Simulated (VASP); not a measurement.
A run of VASP 6.6.1:

The input POSCAR:

```
PbSe
1.0
    0.0000000000      2.8916439537      2.8916439537
    2.8916439537      0.0000000000      2.8916439537
    2.8916439537      2.8916439537      0.0000000000
Pb Se
1 1
Direct
    0.0000000000      0.0000000000      0.0000000000
    0.5000000000      0.5000000000      0.5000000000
```

The input INCAR.step1:

```
SYSTEM = PbSe
PREC     = Accurate       ! precision mode
ENCUT    = 520            ! plane-wave cutoff, eV
ISMEAR   = 0              ! smearing method
SIGMA    = 0.01           ! smearing width, eV
LREAL    = .FALSE.        ! projectors in reciprocal space
LASPH    = .TRUE.         ! aspherical terms in the spheres
NELM     = 100            ! most SCF steps
NBANDS   = 17             ! bands
GGA      = PE             ! functional
ALGO     = Normal         ! electronic algorithm
EDIFF    = 1E-4           ! SCF threshold, eV
LWAVE    = .TRUE.         ! write WAVECAR
LCHARG   = .FALSE.        ! write CHGCAR
```

File INCAR.step2:

```
SYSTEM = PbSe
PREC     = Accurate       ! precision mode
ENCUT    = 520            ! plane-wave cutoff, eV
EDIFF    = 1E-7           ! SCF threshold, eV
ISMEAR   = 0              ! smearing method
SIGMA    = 0.01           ! smearing width, eV
LREAL    = .FALSE.        ! projectors in reciprocal space
LASPH    = .TRUE.         ! aspherical terms in the spheres
NELM     = 100            ! most SCF steps
ALGO     = Normal         ! electronic algorithm
ISIF     = 2              ! what is computed and relaxed
LWAVE    = .FALSE.        ! write WAVECAR
LCHARG   = .TRUE.         ! write CHGCAR
METAGGA  = R2SCAN         ! meta-GGA
LMIXTAU  = .TRUE.       
LELF     = .TRUE.         ! ELF
LVHAR    = .TRUE.       
NBANDS   = 17             ! bands
ISTART   = 1
```

KPOINTS

```
regular mesh
0
G
  6 6 6
  0 0 0
```

Potentials or basis: VASP PAW PBE potentials, release 64 (Pb_d, Se).

Command:

```bash
$ cat potpaw_PBE.64/Pb_d/POTCAR potpaw_PBE.64/Se/POTCAR > POTCAR
$ cp INCAR.step1 INCAR
$ mpirun -np 1 vasp_std > vasp.out
$ cp INCAR.step2 INCAR
$ mpirun -np 1 vasp_std > vasp.out
```

Hardware: 1 thread of AMD EPYC 9R45 96-Core Processor (Zen 5), on a shared host.

Q: How long does it take, and how much memory?

A: It took 45 s on 1 thread of AMD EPYC 9R45 96-Core Processor (Zen 5), on a shared host, peak memory 0.14 GiB. Counts: k points 16.
